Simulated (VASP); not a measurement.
Set up this calculation in VASP 6.6.1, as the native input.

| Quantity | Value |
| --- | --- |
| Task | relaxation of the atoms |
| Functional | PBEsol |
| Potentials or basis | VASP PAW PBE potentials, release 64 (Te, Mo_sv) |
| Cutoff | 520 eV |
| k mesh | 12 × 12 × 2 |
| Occupations | gaussian, width 0.02 eV |
| Spin | no spin polarisation |
| Dipole correction | no |
| Further INCAR settings | ALGO = Normal; EDIFF = 1e-07; IBRION = 2; EDIFFG = -0.008; NSW = 60 |

The structure of Te2Mo lies in POSCAR:

```
Te2Mo
1.0
    3.5958072890      0.0000000000      0.0000000000
   -1.7979036445      3.1140604594      0.0000000000
    0.0000000000      0.0000000000     18.0522165514
Te Mo
2 1
Direct
    0.3333333333      0.6666666667      0.8997617956
    0.3333333333      0.6666666667      0.1002382044
    0.0000000000      0.0000000000      0.0000000000
```

This cell differs from its parent crystal: equal strain along all axes, cell held: +3.0 %.

The input as run:

INCAR

```
SYSTEM = Te2Mo
PREC = Accurate ; ENCUT = 520
EDIFF = 1E-7 ; ISMEAR = 0
SIGMA = 0.02 ; LREAL = .False.
LASPH = .True. ; NELM = 60
ALGO = Normal ; ISIF = 2
LWAVE = .False. ; LCHARG = .False.
GGA = PS ; IBRION = 2
NSW = 60 ; EDIFFG = -0.008
```

KPOINTS

```
Automatic mesh
0
Gamma
  12 12 2
  0 0 0
```

Potentials or basis: VASP PAW PBE potentials, release 64 (Te, Mo_sv).

The run is started by

```bash
$ cat potpaw_PBE.64/Te/POTCAR potpaw_PBE.64/Mo_sv/POTCAR > POTCAR
$ mpirun -np 1 vasp_std > vasp.out
```

It gave:

- Energy gained by relaxing: 8.3 meV/atom
- Ionic steps: 3
- Largest force after relaxing: 0.004 eV/Å
- Band gap on the k mesh: 0.96 eV

Caveat: the cell differs from its parent crystal (equal strain along all axes, cell held: +3.0 %); the PAW data sets were made with another functional, which shifts forces and pressure a little; spin-orbit coupling is left out, which moves the levels of the heavy elements.

Wall time 7.9 min on 1 thread of Oxide Virtual Turin-like Processor (shared host), peak memory 0.39 GiB.
